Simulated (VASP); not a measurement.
# Bi (C2/m) in VASP: settings compared

Bi is run at these levels: PBEsol, LDA; tasks: single point.

Everything below comes from runs of VASP 6.6.1. Logs are shortened: lines on timing, memory, paths and dates and some standing lists are left out, and cuts for length are marked.

### Step 1. The cell of the first run

It takes space group C2/m (No. 12, monoclinic). Conventional cell: a = 7.069 Å, b = 6.348 Å, c = 3.403 Å, α = 90.00°, β = 112.04°, γ = 90.00°. Within 4.3 Å of Bi (site symmetry m) lie 9 Bi at 3.25 to 4.04 Å.

### Step 2. Single point, PBEsol (volume scaled by 1.04)

INCAR

```
SYSTEM = Bi
  PREC = Accurate
  ENCUT = 520
  EDIFF = 1E-6
  ISMEAR = -1
  SIGMA = 0.05
  LREAL = .FALSE.
  LASPH = .TRUE.
  NELM = 80
  ALGO = Fast
  ISIF = 2
  LWAVE = .FALSE.
  LCHARG = .FALSE.
  GGA = PS
  NBANDS = 22
```

KPOINTS

```
regular mesh
0
G
  6 6 9
  0 0 0
```

POSCAR

```
Bi
1.0
    3.5345058698     -3.1738008589      0.0000000000
    3.5345058698      3.1738008589      0.0000000000
   -1.2768189413      0.0000000000      3.1545224618
Bi
2
Direct
    0.7530610000      0.7530610000      0.8573820000
    0.2469390000      0.2469390000      0.1426180000
```

Potentials or basis: VASP PAW PBE potentials, release 64 (Bi_d).

Run with:

```
cat potpaw_PBE.64/Bi_d/POTCAR > POTCAR
mpirun -np 1 vasp_std > vasp.out
```

OUTCAR:

```text
SYSTEM = Bi
   PREC = Accurate
   ENCUT = 520
   EDIFF = 1E-6
   ISMEAR = -1
   LREAL = .FALSE.
   LASPH = .TRUE.
   NELM = 80
   ISIF = 2
   GGA = PS

 ion  position               nearest neighbor table
   1  0.753  0.753  0.857-   2 3.25   2 3.32   2 3.32   2 3.49
   2  0.247  0.247  0.143-   1 3.25   1 3.32   1 3.32   1 3.49

  LATTYP: Found a base centered monoclinic cell.
 ALAT       =     7.0690117396
 B/A-ratio  =     0.8979475423
 C/A-ratio  =     0.4814149259
 COS(beta)  =    -0.3751898342

  Lattice vectors:

 A1 = (   3.5345058698,  -3.1738008589,   0.0000000000)
 A2 = (   3.5345058698,   3.1738008589,   0.0000000000)
 A3 = (  -1.2768189413,   0.0000000000,   3.1545224618)

Analysis of symmetry for initial positions (statically):
=====================================================================
 Subroutine PRICEL returns:
 Original cell was already a primitive cell.

 Routine SETGRP: Setting up the symmetry group for a
 base centered monoclinic supercell.

 Subroutine GETGRP returns: Found  4 space group operations
 (whereof  4 operations were pure point group operations)
 out of a pool of  4 trial point group operations.

The static configuration has the point symmetry C_2h.

Analysis of symmetry for dynamics (positions and initial velocities):
=====================================================================
 Subroutine PRICEL returns:
 Original cell was already a primitive cell.

 Routine SETGRP: Setting up the symmetry group for a
 base centered monoclinic supercell.

 Subroutine GETGRP returns: Found  4 space group operations
 (whereof  4 operations were pure point group operations)
 out of a pool of  4 trial point group operations.

The dynamic configuration has the point symmetry C_2h.

 Subroutine INISYM returns: Found  4 space group operations
 (whereof  4 operations are pure point group operations),
 and found     1 'primitive' translations

----------------------------------------------------------------------------------------

                                     Primitive cell

  volume of cell :      70.7737

  direct lattice vectors                    reciprocal lattice vectors
     3.534505870 -3.173800859  0.000000000     0.141462490 -0.157539815  0.057258108
     3.534505870  3.173800859  0.000000000     0.141462490  0.157539815  0.057258108
    -1.276818941  0.000000000  3.154522462     0.000000000  0.000000000  0.317005192

  length of vectors
     4.750341423  4.750341423  3.403127763     0.219337457  0.219337457  0.317005192

  position of ions in fractional coordinates (direct lattice)
     0.753061000  0.753061000  0.857382000
     0.246939000  0.246939000  0.142618000

  ion indices of the primitive-cell ions
   primitive index   ion index
                 1           1
                 2           2

----------------------------------------------------------------------------------------

 KPOINTS: regular mesh

Automatic generation of k-mesh.
 Grid dimensions read from file:
 generate k-points for:    6    6    9

 Generating k-lattice:

  Cartesian coordinates                     Fractional coordinates (reciprocal lattice)
     0.023577082 -0.026256636  0.009543018     0.166666667  0.000000000  0.000000000
     0.023577082  0.026256636  0.009543018     0.000000000  0.166666667  0.000000000
     0.000000000  0.000000000  0.035222799     0.000000000  0.000000000  0.111111111

  Length of vectors
     0.036556243  0.036556243  0.035222799

  Shift w.r.t. Gamma in fractional coordinates (k-lattice)
     0.000000000  0.000000000  0.000000000

 Subroutine IBZKPT returns following result:
 ===========================================

 Found     97 irreducible k-points:

 Following reciprocal coordinates:
            Coordinates               Weight
  0.000000  0.000000  0.000000      1.000000
  0.166667  0.000000  0.000000      4.000000
  0.333333  0.000000  0.000000      4.000000
  0.500000  0.000000 -0.000000      2.000000
  0.166667  0.166667  0.000000      2.000000
  0.333333  0.166667 -0.000000      4.000000
[... 16 lines left out ...]
 -0.333333  0.166667  0.111111      4.000000
 -0.166667  0.166667  0.111111      4.000000
 [... further k-points ...]
   k-points           NKPTS =     97   k-points in BZ     NKDIM =     97   number of bands    NBANDS=     22
   number of dos      NEDOS =    301   number of ions     NIONS =      2
   total plane-waves  NPLWV =  36288
   dimension x,y,z NGX =    36 NGY =   36 NGZ =   28
   dimension x,y,z NGXF=    72 NGYF=   72 NGZF=   56
   ions per type =               2
   NGX,Y,Z   is equivalent  to a cutoff of  12.60, 12.60, 13.68 a.u.
   NGXF,Y,Z  is equivalent  to a cutoff of  25.20, 25.20, 27.36 a.u.
 SYSTEM =  Bi
   PREC   = accura    normal or accurate (medium, high low for compatibility)
   ISTART =      0    job   : 0-new  1-cont  2-samecut
   ICHARG =      2    charge: 1-file 2-atom 10-const
   ISPIN  =      1    spin polarized calculation?
[... 30 lines left out ...]
   GGA     = PS    functional components
   LHFCALC =     F    Hartree Fock is set to
   AEXX    =    0.0000 exact exchange contribution
   IVDW    =     0    specifies the selected vdW correction
   LEPSILON=     F    determine dielectric tensor
   LRPA    =     F    only Hartree local field effects (RPA)
 non-spin polarized calculation
 RMM-DIIS sequential band-by-band and
  energy-cutoff  :      520.00
  volume of cell :       70.77
 maximum number of plane-waves:      1927
   NGX = 17   NGY = 17   NGZ = 13

 number of electron      30.0000007 magnetization

 Free energy of the ion-electron system (eV)
  ---------------------------------------------------
  ext. energy  EPLUGINS =         0.00000000
  ---------------------------------------------------
  free energy    TOTEN  =        -8.48513082 eV

  energy without entropy =       -8.47652007  energy(sigma->0) =       -8.48082544

 E-fermi :   6.1251     XC(G=0):  -9.7595

 val. band max:        6.0989641003   @ k =   0.3333   0.3333   0.3333
 cond. band min:       6.1686119985   @ k =   0.1667   0.1667   0.0000
 fundamental gap:      0.0696478982
 Fermi energy:         6.1250548952

 k-point     1 :       0.0000    0.0000    0.0000
  band No.  band energies     occupation
      1     -16.6965      2.00000
      2     -16.6709      2.00000
      3     -16.6309      2.00000
      4     -16.6098      2.00000
      5     -16.5392      2.00000
      6     -16.5163      2.00000
[... 14 lines left out ...]
     21      14.2443      0.00000
     22      14.7017      0.00000

 k-point     2 :       0.1667    0.0000    0.0000
  band No.  band energies     occupation
      1     -16.6830      2.00000
      2     -16.6724      2.00000
      3     -16.6350      2.00000
      4     -16.5999      2.00000
      5     -16.5366      2.00000
      6     -16.5196      2.00000
[... 14 lines left out ...]
     21      14.3558      0.00000
     22      15.3424      0.00000

 k-point     3 :       0.3333    0.0000    0.0000
  band No.  band energies     occupation
      1     -16.6752      2.00000
      2     -16.6579      2.00000
      3     -16.6316      2.00000
      4     -16.5740      2.00000
      5     -16.5445      2.00000
      6     -16.5179      2.00000
[... 14 lines left out ...]
     21      14.9957      0.00000
     22      16.1697      0.00000

 k-point     4 :       0.5000    0.0000   -0.0000
  band No.  band energies     occupation
      1     -16.6764      2.00000
      2     -16.6564      2.00000
      3     -16.6050      2.00000
      4     -16.5636      2.00000
      5     -16.5487      2.00000
      6     -16.5260      2.00000
[... 14 lines left out ...]
     21      14.5984      0.00000
     22      14.9972      0.00000

 k-point     5 :       0.1667    0.1667    0.0000
  band No.  band energies     occupation
      1     -16.6765      2.00000
      2     -16.6697      2.00000
      3     -16.6258      2.00000
      4     -16.5919      2.00000
      5     -16.5383      2.00000
      6     -16.5254      2.00000
[... 417 lines left out ...]
 k-point    22 :       0.5000    0.1667    0.1111
  band No.  band energies     occupation
      1     -16.6600      2.00000
      2     -16.6483      2.00000
      3     -16.6005      2.00000
      4     -16.5517      2.00000
      5     -16.5401      2.00000
      6     -16.5234      2.00000
[... 14 lines left out ...]
     21      15.6776      0.00000
     22      15.7494      0.00000

 k-point    23 :      -0.3333    0.1667    0.1111
  band No.  band energies     occupation
      1     -16.6612      2.00000
      2     -16.6421      2.00000
      3     -16.6375      2.00000
      4     -16.5695      2.00000
      5     -16.5261      2.00000
      6     -16.5258      2.00000
[... 14 lines left out ...]
     21      14.9970      0.00000
     22      15.8100      0.00000

 k-point    24 :      -0.1667    0.1667    0.1111
  band No.  band energies     occupation
      1     -16.6679      2.00000
      2     -16.6546      2.00000
      3     -16.6292      2.00000
      4     -16.5873      2.00000
      5     -16.5323      2.00000
      6     -16.5238      2.00000
[... 14 lines left out ...]
     21      15.1291      0.00000
     22      15.2509      0.00000

 [... further k-points ...]
[... 5 lines left out ...]
  --------------------------------------------------------------------------------------
  -------------------------------------------------------------------------------------
  Total       -1.7722092     -2.1287074     -1.5604553      0.0000000      0.0000000     -0.0889179
  in kB      -40.1193210    -48.1897366    -35.3256288      0.0000000      0.0000000     -2.0129249
  external PRESSURE =     -41.2115621 kB  Pullay stress =       0.0000000 kB

 VOLUME and BASIS-vectors are now :
 -----------------------------------------------------------------------------
  energy-cutoff  :      520.00
  volume of cell :       70.77
      direct lattice vectors                 reciprocal lattice vectors
     3.534505870 -3.173800859  0.000000000     0.141462490 -0.157539815  0.057258108
     3.534505870  3.173800859  0.000000000     0.141462490  0.157539815  0.057258108
    -1.276818941  0.000000000  3.154522462     0.000000000  0.000000000  0.317005192

 POSITION                                       TOTAL-FORCE (eV/Angst)
 -----------------------------------------------------------------------------------
      4.22868      0.00000      2.70463         0.091123      0.000000      0.057635
      1.56352      0.00000      0.44989        -0.091123      0.000000     -0.057635
 -----------------------------------------------------------------------------------
    total drift:                               -0.000000      0.000000      0.000000

  FREE ENERGIE OF THE ION-ELECTRON SYSTEM (eV)
  ---------------------------------------------------
  free  energy   TOTEN  =        -8.4851308153 eV

  energy  without entropy=       -8.4765200742  energy(sigma->0) =       -8.48082544
```

Run time: 52 s. Hardware: 1 thread of Intel Xeon 6975P-C (Granite Rapids), shared host; peak memory 0.26 GiB.

Results:

```yaml
Free_energy: -8.4851 eV
Pressure: -4.1 GPa
Largest_force: 0.108 eV/Å
Band_gap_on_the_k_mesh: zero (band 15 reaches 9.19 eV, above the bottom of band 16 at 4.54 eV)
```

Forces in eV/Å, atoms in the order of the input:
```
Bi   0.091  0.000  0.058
Bi  -0.091  0.000 -0.058
```

Stress tensor (GPa, compression positive):
```
-4.01  0.00 -0.20
 0.00 -4.82  0.00
-0.20  0.00 -3.53
```

Caveat: the cell differs from its parent crystal (volume scaled by 1.04); the PAW data sets were made with another functional, which shifts forces and pressure a little; spin-orbit coupling is left out, which moves the levels of the heavy elements.

### Step 3. Single point, LDA (volume scaled by 0.94)

INCAR

```
SYSTEM = Bi
ALGO = Fast ; EDIFF = 1E-6
ENCUT = 520 ; ISIF = 2
ISMEAR = -1 ; LASPH = .TRUE.
LCHARG = .FALSE. ; LREAL = .FALSE.
LWAVE = .FALSE. ; NBANDS = 22
NELM = 80 ; PREC = Accurate
SIGMA = 0.05
```

KPOINTS

```
k-points
0
G
  6 6 9
  0 0 0
```

POSCAR

```
Bi
1.0
    3.4173821397     -3.0686298933      0.0000000000
    3.4173821397      3.0686298933      0.0000000000
   -1.2345086997      0.0000000000      3.0499903288
Bi
2
Direct
    0.7530610000      0.7530610000      0.8573820000
    0.2469390000      0.2469390000      0.1426180000
```

Potentials or basis: VASP PAW LDA potentials, release 64 (Bi_d).

Run with:

```
cat potpaw_LDA.64/Bi_d/POTCAR > POTCAR
mpirun -np 1 vasp_std > vasp.out
```

It took 2.4 min on 1 thread of AMD EPYC 7R43 (Zen 3), shared host; peak memory 0.19 GiB.

The run converged. Its results:

```yaml
Free_energy: -9.0757 eV
Pressure: -0.6 GPa
Band_gap_on_the_k_mesh: zero (band 15 reaches 10.57 eV, above the bottom of band 16 at 5.43 eV)
```

Forces on the atoms (eV/Å):
```
Bi  -0.001  0.000 -0.002
Bi   0.001  0.000  0.002
```

Stress tensor (GPa, compression positive):
```
-0.51  0.00 -0.16
 0.00 -1.31  0.00
-0.16  0.00  0.07
```

Levels at points of the mesh, in eV from the Fermi level:
```tsv
k point	band 11	band 12	band 13	band 14	band 15	band 16	band 17	band 18	band 19	band 20
(0.00, 0.00, 0.00)	-13.54	-9.15	-3.32	-3.03	2.68	3.18	3.90	4.34	4.52	7.16
(0.50, 0.00, 0.00)	-11.97	-11.74	-1.21	-1.00	-0.78	-0.77	3.54	4.78	7.92	8.56
(0.50, 0.50, 0.00)	-11.48	-11.20	-5.31	-5.30	3.27	4.06	5.52	5.91	9.33	10.19
```

Caveat: the cell differs from its parent crystal (volume scaled by 0.94); spin-orbit coupling is left out, which moves the levels of the heavy elements.

### Step 4. Single point, PBEsol (volume scaled by 0.94)

INCAR

```
SYSTEM = Bi
PREC     = Accurate       ! precision mode
ENCUT    = 520            ! plane-wave cutoff, eV
EDIFF    = 1E-6           ! SCF threshold, eV
ISMEAR   = -1             ! smearing method
SIGMA    = 0.05           ! smearing width, eV
LREAL    = .FALSE.        ! projectors in reciprocal space
LASPH    = .TRUE.         ! aspherical terms in the spheres
NELM     = 80             ! most SCF steps
ALGO     = Fast           ! electronic algorithm
ISIF     = 2              ! what is computed and relaxed
LWAVE    = .FALSE.        ! write WAVECAR
LCHARG   = .FALSE.        ! write CHGCAR
GGA      = PS             ! functional
NBANDS   = 22             ! bands
```

KPOINTS

```
Automatic mesh
0
G
  6 6 9
  0 0 0
```

POSCAR is that of step 3.

Potentials or basis: VASP PAW PBE potentials, release 64 (Bi_d).

Run with:

```
cat potpaw_PBE.64/Bi_d/POTCAR > POTCAR
mpirun -np 1 vasp_std > vasp.out
```

Wall time 2.7 min (1 thread of AMD EPYC 7R43 (Zen 3), shared host); peak memory 0.2 GiB.

The run converged. Its results:

| Property | Result |
| --- | --- |
| Free energy | -8.5649 eV |
| Pressure | 0.6 GPa |
| Largest force | 0.033 eV/Å |
| Band gap on the k mesh | zero (band 15 reaches 10.67 eV, above the bottom of band 16 at 5.50 eV) |

Forces in eV/Å, atoms in the order of the input:
```
Bi  -0.022  0.000 -0.025
Bi   0.022  0.000  0.025
```

Stress tensor (GPa, compression positive):
```
 0.65  0.00 -0.19
 0.00 -0.13  0.00
-0.19  0.00  1.36
```

Levels at points of the mesh, in eV from the Fermi level:
```
           k point  band 13  band 14  band 15  band 16  band 17  band 18
(0.00, 0.00, 0.00)    -3.33    -3.03     2.59     3.21     3.94     4.38
(0.50, 0.00, 0.00)    -1.23    -1.02    -0.79    -0.77     3.57     4.81
(0.50, 0.50, 0.00)    -5.34    -5.32     3.29     4.08     5.57     5.97
```

Caveat: the cell differs from its parent crystal (volume scaled by 0.94); the PAW data sets were made with another functional, which shifts forces and pressure a little; spin-orbit coupling is left out, which moves the levels of the heavy elements.

### Step 5. Single point, LDA

This run uses another cell than the first one, of 34.03 Å³/atom, 0.962 times its volume.

INCAR

```
ALGO = Fast
EDIFF = 1E-7
ENCUT = 520
GGA = CA
ISIF = 2
ISMEAR = -1
LASPH = T
LCHARG = F
LREAL = F
LWAVE = F
NBANDS = 22
NELM = 60
PREC = Accurate
SIGMA = 0.05
```

KPOINTS

```
k-points
0
Gamma
  6 6 9
```

POSCAR

```
Bi
1.0
    3.4885980000     -3.1325780000      0.0000000000
    3.4885980000      3.1325780000      0.0000000000
   -1.2602350000      0.0000000000      3.1135500000
Bi
2
Direct
    0.7530610000      0.7530610000      0.8573820000
    0.2469390000      0.2469390000      0.1426180000
```

Potentials or basis: VASP PAW LDA potentials, release 64 (Bi_d).

Run with:

```
cat potpaw_LDA.64/Bi_d/POTCAR > POTCAR
mpirun -np 1 vasp_std > vasp.out
```

Wall time 6.3 min (1 thread of AMD EPYC 7R43 (Zen 3), shared host); peak memory 0.19 GiB.

Results (log left out):

```yaml
Free_energy: -9.0220 eV
Pressure: -3.6 GPa
Largest_force: 0.084 eV/Å
Band_gap_on_the_k_mesh: zero (band 15 reaches 9.64 eV, above the bottom of band 16 at 4.82 eV)
```

Forces on the atoms (eV/Å):
```
Bi   0.069  0.000  0.049
Bi  -0.069  0.000 -0.049
```

Stress tensor (GPa, compression positive):
```
-3.48  0.00 -0.18
 0.00 -4.29  0.00
-0.18  0.00 -3.02
```

Levels at points of the mesh, in eV from the Fermi level:
```
           k point  band 13  band 14  band 15  band 16  band 17  band 18
(0.00, 0.00, 0.00)    -3.05    -2.77     2.83     3.04     3.70     4.07
(0.50, 0.00, 0.00)    -1.12    -0.96    -0.72    -0.67     3.38     4.50
(0.50, 0.50, 0.00)    -4.90    -4.88     3.12     3.87     5.13     5.48
```

Caveat: spin-orbit coupling is left out, which moves the levels of the heavy elements.

### Step 6. Single point, LDA (volume scaled by 1.04)

INCAR

```
ALGO = Fast
EDIFF = 1E-6
ENCUT = 520
GGA = CA
ISIF = 2
ISMEAR = -1
LASPH = True
LCHARG = False
LREAL = False
LWAVE = False
NBANDS = 22
NELM = 100
PREC = Accurate
SIGMA = 0.05
```

KPOINTS is that of step 5.

POSCAR

```
Bi
1.0
    3.5345058698     -3.1738008589      0.0000000000
    3.5345058698      3.1738008589      0.0000000000
   -1.2768189413      0.0000000000      3.1545224618
Bi
2
Direct
    0.7530610000      0.7530610000      0.8573820000
    0.2469390000      0.2469390000      0.1426180000
```

Potentials or basis: VASP PAW LDA potentials, release 64 (Bi_d).

Run with:

```
cat potpaw_LDA.64/Bi_d/POTCAR > POTCAR
mpirun -np 1 vasp_std > vasp.out
```

It took 4.2 min on 1 thread of AMD EPYC 7R43 (Zen 3), shared host; peak memory 0.2 GiB.

It converged, with:

```
Free energy            : -8.9489 eV
Pressure               : -5.1 GPa
Largest force          : 0.135 eV/Å
Band gap on the k mesh : zero (band 15 reaches 9.07 eV, above the bottom of band 16 at 4.46 eV)
```

Forces on the atoms (eV/Å):
```
Bi   0.110  0.000  0.079
Bi  -0.110  0.000 -0.079
```

Stress tensor (GPa, compression positive):
```
-4.93  0.00 -0.18
 0.00 -5.73  0.00
-0.18  0.00 -4.55
```

Levels at points of the mesh, in eV from the Fermi level:
```
           k point  band 13  band 14  band 15  band 16  band 17  band 18
(0.00, 0.00, 0.00)    -2.90    -2.63     2.91     2.94     3.58     3.90
(0.50, 0.00, 0.00)    -1.07    -0.93    -0.69    -0.60     3.27     4.33
(0.50, 0.50, 0.00)    -4.66    -4.64     3.03     3.74     4.90     5.22
```

Caveat: the cell differs from its parent crystal (volume scaled by 1.04); spin-orbit coupling is left out, which moves the levels of the heavy elements.

### Step 7. The runs side by side

```csv
level,potentials or basis,cell,further INCAR settings,gap on the mesh (eV),pressure (GPa),largest force (eV/Å)
PBEsol,"VASP PAW PBE potentials, release 64 (Bi_d)","a = 4.750, b = 4.750, c = 3.403 Å, angles 106.2, 106.2, 83.8°, 2 atoms",ALGO = Fast; EDIFF = 1e-06; NBANDS = 22,none,-4.1,0.11
LDA,"VASP PAW LDA potentials, release 64 (Bi_d)","a = 4.593, b = 4.593, c = 3.290 Å, angles 106.2, 106.2, 83.8°, 2 atoms",ALGO = Fast; EDIFF = 1e-06; NBANDS = 22,none,-0.6,-
PBEsol,"VASP PAW PBE potentials, release 64 (Bi_d)","a = 4.593, b = 4.593, c = 3.290 Å, angles 106.2, 106.2, 83.8°, 2 atoms",ALGO = Fast; EDIFF = 1e-06; NBANDS = 22,none,0.6,0.03
LDA,"VASP PAW LDA potentials, release 64 (Bi_d)","a = 4.689, b = 4.689, c = 3.359 Å, angles 106.2, 106.2, 83.8°, 2 atoms",ALGO = Fast; EDIFF = 1e-07; NBANDS = 22,none,-3.6,0.08
LDA,"VASP PAW LDA potentials, release 64 (Bi_d)","a = 4.750, b = 4.750, c = 3.403 Å, angles 106.2, 106.2, 83.8°, 2 atoms",ALGO = Fast; EDIFF = 1e-06; NBANDS = 22,none,-5.1,0.14
```

Alike in all rows: task single point; no spin polarisation; k mesh 6 × 6 × 9; cutoff (eV) 520; smearing fermi-dirac 0.05 eV.

Caveats: spin-orbit coupling is left out, which moves the levels of the heavy elements; the PAW data sets were made with another functional, which shifts forces and pressure a little (some runs).

Absolute energies hang on the potentials; compare differences alone.
